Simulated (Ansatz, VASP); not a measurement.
# Two plane-wave programs on AgCl

```xyz
2
Lattice="0.0000 2.6900 2.7731 2.6900 0.0000 2.7731 2.6900 2.6900 0.0000" Properties=species:S:1:pos:R:3 pbc="T T T"
Ag    2.6900    2.6900    2.7731
Cl    0.0000    0.0000    0.0000
```

Change from the starting cell: strain -0.030 along x and y, +0.000 along z, atoms carried along.

Alike in both runs: task single point; functional r2SCAN; k mesh 8 × 8 × 8; occupations gaussian, width 0.05 eV; no spin polarisation.

|  | VASP | Ansatz |
| --- | --- | --- |
| version | VASP 6.6.1 | Ansatz 0.2.0 |
| potentials or method | VASP PAW PBE potentials, release 64 (Ag, Cl), cutoff 520 eV | scalar-relativistic, plane waves, PAW |
| valence electrons in the cell | 18 | 26 |

VASP gave:

| Item | Value |
| --- | --- |
| gap on the k mesh at the Fermi level (eV) | 1.32 |
| least direct gap on the mesh (eV) | 3.93 |
| pressure (GPa) | 3.6 |
| traceless stress, the component that is largest in VASP (GPa) | -1.02 |

**Question.** Estimate Ansatz's values.

**Answer.** gap on the k mesh at the Fermi level (eV): 1.38; least direct gap on the mesh (eV): 3.97; pressure (GPa): 3.7; traceless stress, the component that is largest in VASP (GPa): -1.04.

VASP's potentials were made for PBE, not for r2SCAN. VASP's potentials hold 18 valence electrons a cell and Ansatz's 26, so a difference there can come from the potentials and not from the codes.
